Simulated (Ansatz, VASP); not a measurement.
**SnTe in VASP and in Ansatz**

```xyz
2
Lattice="0.0000 3.1509 3.1509 3.1509 0.0000 3.1509 3.1509 3.1509 0.0000" Properties=species:S:1:pos:R:3 pbc="T T T"
Te    3.1509    3.1509    3.1509
Sn    0.0000    0.0000    0.0000
```

Alike in both runs: functional LDA; k mesh 5 × 5 × 5; occupations fermi-dirac, width 0.05 eV; non-collinear spin, spin-orbit coupling.

|  | VASP | Ansatz |
| --- | --- | --- |
| version | VASP 6.6.1 | Ansatz 0.2.0 |
| potentials or method | VASP PAW LDA potentials, release 64 (Te, Sn_d), cutoff 520 eV | all-electron LAPW, relativistic spinors |
| task | single point | band structure |

VASP gave:

```
pressure (GPa)           : -1.5
net moment per atom (μB) : 0.00
```

**Question.** What did Ansatz give for the same quantities?

**Answer.** Pressure (GPa): -1.6; net moment per atom (μB): 0.00.

LDA's correlation is that of Perdew and Zunger in VASP and of Perdew and Wang (1992) in Ansatz. Ansatz ran all-electron here, and VASP with PAW potentials.
